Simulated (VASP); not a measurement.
Input of a VASP 6.6.1 run:

The input POSCAR:

```
Ti
1.0
    3.2192718470      0.0000000000      0.0000000000
    0.0000000000      3.2192718470      0.0000000000
    0.0000000000      0.0000000000      3.2713004829
Ti
2
Direct
    0.0000000000      0.0000000000      0.0000000000
    0.5000000000      0.5000000000      0.5000000000
```

Contents of INCAR.step1:

```
PREC = Accurate
ENCUT = 520
ISMEAR = 0
SIGMA = 0.1
LREAL = F
LASPH = T
NELM = 60
NBANDS = 19
GGA = PE
ALGO = Normal
EDIFF = 1E-4
LWAVE = T
LCHARG = F
```

The input INCAR.step2:

```
PREC = Accurate
ENCUT = 520
EDIFF = 1E-6
ISMEAR = 0
SIGMA = 0.1
LREAL = F
LASPH = T
NELM = 60
ALGO = Normal
ISIF = 2
LWAVE = F
LCHARG = T
METAGGA = R2SCAN
LMIXTAU = T
LELF = T
LVHAR = T
NBANDS = 19
ISTART = 1
```

KPOINTS

```
regular mesh
0
Gamma
  16 16 16
```

Potentials or basis: VASP PAW PBE potentials, release 64 (Ti_sv).

Launch:

```console
$ cat potpaw_PBE.64/Ti_sv/POTCAR > POTCAR
$ cp INCAR.step1 INCAR
$ mpirun -np 1 vasp_std > vasp.out
$ cp INCAR.step2 INCAR
$ mpirun -np 1 vasp_std > vasp.out
```

Q: What does it give for the band gap on the k mesh?

A: Zero (bands 12 and 13 overlap by 1.78 eV).

Q: Estimate the pressure.

A: 2.1 GPa.

Stress tensor (GPa, compression positive):
```
1.90 0.00 0.00
0.00 1.90 0.00
0.00 0.00 2.42
```

Caveat: the cell differs from its parent crystal (biaxial strain in the a-b plane: -1.0 %); the PAW data sets were made with another functional, which shifts forces and pressure a little.
